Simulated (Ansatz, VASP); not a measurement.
## One calculation of Hf, two programs

```
Hf
1.0
    -3.49455    3.49455    0.00000
     0.00000   -3.49455   -3.49455
    -3.48021   -3.48021    3.48021
Hf
6
Direct
  0.33333 0.66667 0.66667
  0.33333 0.66667 0.16667
  0.66667 0.33333 0.83333
  0.66667 0.33333 0.33333
  0.00000 0.00000 0.50000
  0.00000 0.00000 0.00000
```

Alike in both runs: functional PBEsol; k mesh 12 × 12 × 6; occupations gaussian, width 0.1 eV; no spin polarisation.

Ansatz relaxed the structure, and its values are those at the end. VASP's run is a single point on that final structure, the one shown.

```csv
,VASP,Ansatz
version,VASP 6.6.1,Ansatz 0.2.0
potentials or method,"VASP PAW PBE potentials, release 64 (Hf_pv), cutoff 520 eV","scalar-relativistic, plane waves, PAW"
valence electrons in the cell,60,156
```

```csv
,VASP,Ansatz,Ansatz less VASP
gap on the k mesh at the Fermi level (eV),none,none,-
pressure (GPa),-0.2,0.1,+0.26
```

VASP's potentials were made for PBE, not for PBEsol. A gap of «none» marks a metal or a gap that the smearing closes. VASP's potentials hold 60 valence electrons a cell and Ansatz's 156, so a difference there can come from the potentials and not from the codes.

Neither program's run includes spin-orbit coupling.
